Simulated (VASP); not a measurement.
The system is Mg2C.

```
C Mg
1.0
     0.00000    2.54829    2.54829
     2.54829    0.00000    2.54829
     2.54829    2.54829    0.00000
C Mg
1 2
Direct
  0.00000 0.00000 0.00000
  0.25000 0.25000 0.25000
  0.75000 0.75000 0.75000
```

This cell differs from its parent crystal: strain -6.0%.

Base run:

* Program: VASP 6.6.1
* Functional: r2SCAN
* Potentials or basis: VASP PAW PBE potentials, release 64 (C, Mg)
* Cutoff: 520 eV
* k mesh: 8 × 8 × 8
* Occupations: gaussian, width 0.01 eV
* Spin: no spin polarisation

Its results: band gap on the k mesh 1.13 eV (least direct gap 2.74 eV); pressure 26.1 GPa.

Task: The run is repeated on the same cell with these changes: functional from r2SCAN to PBE; occupations from gaussian, width 0.01 eV to fermi-dirac, width 0.02 eV. What comes out?

Result: Band gap on the k mesh 0.73 eV (least direct gap 2.32 eV); pressure 28.4 GPa.

Caveats: the cell stands under pressure; the PAW data sets were made with another functional, which shifts forces and pressure a little (at least some runs).

A k mesh can miss the band edges.
